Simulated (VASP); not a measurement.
# MnO2 (P-3m1) in VASP: notebook, part 2 of 2

VASP 6.6.1. Earlier steps stand in the parts before.

## 3. Single point, PBE

This run uses another cell than the first one, of 10.84 Å³/atom.

Contents of INCAR:

```
  PREC = Accurate
  ENCUT = 520
  EDIFF = 1E-7
  ISMEAR = -1
  SIGMA = 0.05
  LREAL = F
  LASPH = T
  NELM = 80
  ALGO = Normal
  ISIF = 2
  LWAVE = F
  LCHARG = T
  GGA = PE
  LELF = T
  LVHAR = T
  NBANDS = 20
```

Contents of KPOINTS:

```
regular mesh
0
Gamma
  11 11 6
```

Contents of POSCAR:

```
MnO2
1.0
    2.8565781804      0.0000000000      0.0000000000
   -1.4282890902      2.4738692722      0.0000000000
    0.0000000000      0.0000000000      4.6013740589
Mn O
1 2
Direct
    0.0000000000      0.0000000000      0.5000000000
    0.3333333333      0.6666666667      0.7062925700
    0.6666666667      0.3333333333      0.2937074300
```

Potentials or basis: VASP PAW PBE potentials, release 64 (Mn_pv, O).

Run with:

```sh
$ cat potpaw_PBE.64/Mn_pv/POTCAR potpaw_PBE.64/O/POTCAR > POTCAR
$ mpirun -np 1 vasp_std > vasp.out
```

Wall time 35 s (1 thread of Intel Xeon Platinum 8375C at 2.90GHz (Ice Lake), shared host); peak memory 0.18 GiB.

The run converged. Its results:

| Item | Value |
| --- | --- |
| Free energy | -22.6494 eV |
| Pressure | -4.0 GPa |
| Largest force | 0.063 eV/Å |
| Band gap on the k mesh | zero (an odd number of electrons rules out a gap without spin polarisation) |

Forces in eV/Å, atoms in the order of the input:
```
Mn   0.000  0.000  0.000
O    0.000  0.000 -0.063
O    0.000  0.000  0.063
```

Stress tensor (GPa, compression positive):
```
-6.42  0.00  0.00
 0.00 -6.42  0.00
 0.00  0.00  0.99
```

Levels at points of the mesh, in eV from the Fermi level:
| k point | band 9 | band 10 | band 11 | band 12 | band 13 | band 14 | band 15 | band 16 | band 17 | band 18 |
| --- | --- | --- | --- | --- | --- | --- | --- | --- | --- | --- |
| (0.00, 0.00, 0.00) | -1.79 | -1.79 | -1.56 | -0.84 | -0.84 | 0.84 | 3.32 | 3.32 | 7.05 | 10.44 |
| (0.00, 0.00, 0.50) | -2.84 | -1.83 | -1.83 | -0.85 | -0.85 | 1.02 | 3.37 | 3.37 | 9.06 | 9.52 |

Caveat: the cell stands under tension; an odd number of electrons without spin polarisation forces a metal; a magnetic or distorted state may lie lower; the run has no spin polarisation, though such a crystal can be magnetic; semilocal functionals often make such compounds metallic where correlation or magnetic order opens a gap, which also shifts bond lengths. Spin polarisation is off, so any magnetic state and its effect on volume and gap are missing.

## 4. Single point, PBE, collinear spin, ferromagnetic start

This run uses another cell than the first one, of 10.84 Å³/atom.

Contents of INCAR:

```
SYSTEM = MnO2
PREC = Accurate
ENCUT = 520
EDIFF = 1E-6
ISMEAR = -1
SIGMA = 0.05
LREAL = .False.
LASPH = .True.
NELM = 150
ALGO = Normal
ISIF = 2
LWAVE = .False.
LCHARG = .True.
ISPIN = 2
MAGMOM = -2.09 0 0
LORBIT = 11
LMAXMIX = 4
GGA = PE
LELF = .True.
LVHAR = .True.
NBANDS = 24
```

Contents of KPOINTS:

```
Automatic mesh
0
Gamma
  11 11 6
  0 0 0
```

POSCAR is that of step 3.

Potentials or basis: VASP PAW PBE potentials, release 64 (Mn_pv, O).

Run with:

```sh
$ cat potpaw_PBE.64/Mn_pv/POTCAR potpaw_PBE.64/O/POTCAR > POTCAR
$ mpirun -np 1 vasp_std > vasp.out
```

OUTCAR:

```text
SYSTEM = MnO2
   PREC = Accurate
   ENCUT = 520
   EDIFF = 1E-6
   ISMEAR = -1
   LREAL = .False.
   LASPH = .True.
   NELM = 150
   ISIF = 2
   ISPIN = 2
   LORBIT = 11
   GGA = PE

 ion  position               nearest neighbor table
   1  0.000  0.000  0.500-   2 1.90   3 1.90   3 1.90   2 1.90   3 1.90   2 1.90
   2  0.333  0.667  0.706-   1 1.90   1 1.90   1 1.90
   3  0.667  0.333  0.294-   1 1.90   1 1.90   1 1.90

  LATTYP: Found a hexagonal cell.
 ALAT       =     2.8565781804
 C/A-ratio  =     1.6107992739

  Lattice vectors:

 A1 = (   2.8565781804,   0.0000000000,   0.0000000000)
 A2 = (  -1.4282890902,   2.4738692722,   0.0000000000)
 A3 = (   0.0000000000,   0.0000000000,   4.6013740589)

Analysis of symmetry for initial positions (statically):
=====================================================================
 Subroutine PRICEL returns:
 Original cell was already a primitive cell.

[... 1492 lines left out ...]
     24      26.5541      0.00000

 [... further k-points ...]

------------------------ aborting loop because EDIFF is reached ----------------------------------------

  FORCE on cell =-STRESS in cart. coord.  units (eV):
  Direction    XX          YY          ZZ          XY          YZ          ZX
  --------------------------------------------------------------------------------------
  -------------------------------------------------------------------------------------
  Total        1.2537612      1.2537612      0.9958571      0.0000000      0.0000000      0.0000000
  in kB       61.7753195     61.7753195     49.0678684      0.0000000      0.0000000      0.0000000
  external PRESSURE =      57.5395025 kB  Pullay stress =       0.0000000 kB

 VOLUME and BASIS-vectors are now :
 -----------------------------------------------------------------------------
  energy-cutoff  :      520.00
  volume of cell :       32.52
      direct lattice vectors                 reciprocal lattice vectors
     2.856578180  0.000000000  0.000000000     0.350069187  0.202112539  0.000000000
    -1.428289090  2.473869272  0.000000000     0.000000000  0.404225078  0.000000000
     0.000000000  0.000000000  4.601374059     0.000000000  0.000000000  0.217326387

 POSITION                                       TOTAL-FORCE (eV/Angst)
 -----------------------------------------------------------------------------------
      0.00000      0.00000      2.30069        -0.000000      0.000000      0.000000
     -0.00000      1.64925      3.24992        -0.000000      0.000000      0.310279
      1.42829      0.82462      1.35146         0.000000     -0.000000     -0.310279
 -----------------------------------------------------------------------------------
    total drift:                               -0.000000      0.000000      0.000000

  FREE ENERGIE OF THE ION-ELECTRON SYSTEM (eV)
  ---------------------------------------------------
  free  energy   TOTEN  =       -23.8050861254 eV

  energy  without entropy=      -23.8050787009  energy(sigma->0) =      -23.80508241

 total charge

# of ion       s       p       d       tot
------------------------------------------
    1        0.356   6.468   4.924  11.748
    2        1.583   3.417   0.000   5.000
    3        1.583   3.417   0.000   5.000
--------------------------------------------------
tot          3.521  13.302   4.924  21.747

 magnetization (x)

# of ion       s       p       d       tot
------------------------------------------
    1       -0.031  -0.040  -2.763  -2.834
    2       -0.004  -0.041   0.000  -0.045
    3       -0.004  -0.041   0.000  -0.045
--------------------------------------------------
tot         -0.038  -0.121  -2.763  -2.923
```

OSZICAR:

```text
N       E                     dE             d eps       ncg     rms          rms(c)
DAV:   1     0.242825128880E+03    0.24283E+03   -0.14089E+04  8080   0.119E+03
DAV:   2    -0.166908685778E+02   -0.25952E+03   -0.24382E+03  8832   0.360E+02
DAV:   3    -0.310612574915E+02   -0.14370E+02   -0.14268E+02  9368   0.913E+01
DAV:   4    -0.311863493212E+02   -0.12509E+00   -0.12508E+00  8944   0.896E+00
DAV:   5    -0.311877219772E+02   -0.13727E-02   -0.13727E-02  9520   0.897E-01    0.309E+01
DAV:   6    -0.306626011865E+02    0.52512E+00   -0.98826E+01  9776   0.771E+01    0.422E+01
DAV:   7    -0.249315014160E+02    0.57311E+01   -0.10271E+02  9328   0.763E+01    0.141E+01
DAV:   8    -0.238346172937E+02    0.10969E+01   -0.34976E+00  9312   0.173E+01    0.448E+00
DAV:   9    -0.238015053304E+02    0.33112E-01   -0.48530E-01  9984   0.600E+00    0.200E+00
DAV:  10    -0.238052277828E+02   -0.37225E-02   -0.48146E-02  8264   0.152E+00    0.921E-01
DAV:  11    -0.238051320853E+02    0.95697E-04   -0.32759E-03  8472   0.479E-01    0.404E-01
DAV:  12    -0.238051397572E+02   -0.76719E-05   -0.54105E-04  8464   0.263E-01    0.128E-01
DAV:  13    -0.238050701061E+02    0.69651E-04   -0.50555E-04  9296   0.240E-01    0.320E-02
DAV:  14    -0.238050827229E+02   -0.12617E-04   -0.38094E-05  8384   0.510E-02    0.168E-02
DAV:  15    -0.238050861745E+02   -0.34516E-05   -0.52810E-06  8552   0.159E-02    0.963E-03
DAV:  16    -0.238050861254E+02    0.49066E-07   -0.18557E-06  6200   0.154E-02
   1 F= -.23805086E+02 E0= -.23805082E+02  d E =-.742447E-05  mag=    -3.0000
```

Run time: 73 s. Hardware: 1 thread of Intel Xeon Platinum 8375C at 2.90GHz (Ice Lake), shared host; peak memory 0.23 GiB.

Results:

```
Free energy                                           : -23.8051 eV
Pressure                                              : 5.8 GPa
Largest force                                         : 0.310 eV/Å
Band gap on the k mesh                                : 0.81 eV (least direct gap 0.87 eV)
Net moment                                            : -3.00 μB per cell
Site moments                                          : Mn -2.83; O -0.04 μB
Valence electrons inside the program's atomic spheres : Mn 11.75; O 5.00
```

Forces in eV/Å, atoms in the order of the input:
```
Mn   0.000  0.000  0.000
O    0.000  0.000  0.310
O    0.000  0.000 -0.310
```

Levels at points of the mesh, in eV from the valence-band top:
Spin up:
| k point | band 8 | band 9 | band 10 | band 11 | band 12 | band 13 | band 14 | band 15 |
| --- | --- | --- | --- | --- | --- | --- | --- | --- |
| (0.00, 0.00, 0.00) | -5.05 | -1.34 | -1.34 | -0.98 | 0.82 | 0.82 | 2.42 | 4.17 |
| (0.00, 0.00, 0.50) | -4.56 | -2.32 | -1.38 | -1.38 | 0.81 | 0.81 | 2.55 | 4.22 |
Spin down:
```
           k point  band 12  band 13  band 14  band 15  band 16  band 17
(0.00, 0.00, 0.00)    -1.40    -1.16    -0.38     2.89     2.89     7.15
(0.00, 0.00, 0.50)    -1.45    -1.45    -0.06     2.94     2.94     9.25
```

Caveat: the cell stands under pressure; an odd mesh through Γ misses points on the zone boundary, where band edges can lie; a cell with one magnetic atom can't hold antiferromagnetic order, which such compounds often take.

## 5. The runs side by side

```tsv
level	potentials or basis	spin	cell	cutoff (eV)	gap on the mesh (eV)	pressure (GPa)	moment (μB)	largest force (eV/Å)
RPBE+D4	VASP PAW PBE potentials, release 64 (Mn_sv, O)	collinear, ferromagnetic start	a = 2.873, b = 2.873, c = 4.454 Å, angles 90.0, 90.0, 120.0°, 3 atoms, atomic positions A	600	0.99	-1.5	3.00	0.02
PBE	VASP PAW PBE potentials, release 64 (Mn_pv, O)	off	a = 2.857, b = 2.857, c = 4.601 Å, angles 90.0, 90.0, 120.0°, 3 atoms, atomic positions B	520	none	-4.0	-	0.06
PBE	VASP PAW PBE potentials, release 64 (Mn_pv, O)	collinear, ferromagnetic start	a = 2.857, b = 2.857, c = 4.601 Å, angles 90.0, 90.0, 120.0°, 3 atoms, atomic positions B	520	0.81	5.8	3.00	0.31
```

Alike in all rows: task single point; k mesh 11 × 11 × 6; smearing fermi-dirac 0.05 eV.

Caveats: an odd mesh through Γ misses points on the zone boundary, where band edges can lie (at least some runs); a cell with one magnetic atom can't hold antiferromagnetic order, which such compounds often take (at least some runs); the PAW data sets were made with another functional, which shifts forces and pressure a little (at least some runs); the cell stands under tension (at least some runs); an odd number of electrons without spin polarisation forces a metal (at least some runs); a magnetic or distorted state may lie lower (at least some runs); semilocal functionals often make such compounds metallic where correlation or magnetic order opens a gap, which also shifts bond lengths (at least some runs).

Absolute energies hang on the potentials; compare differences alone.
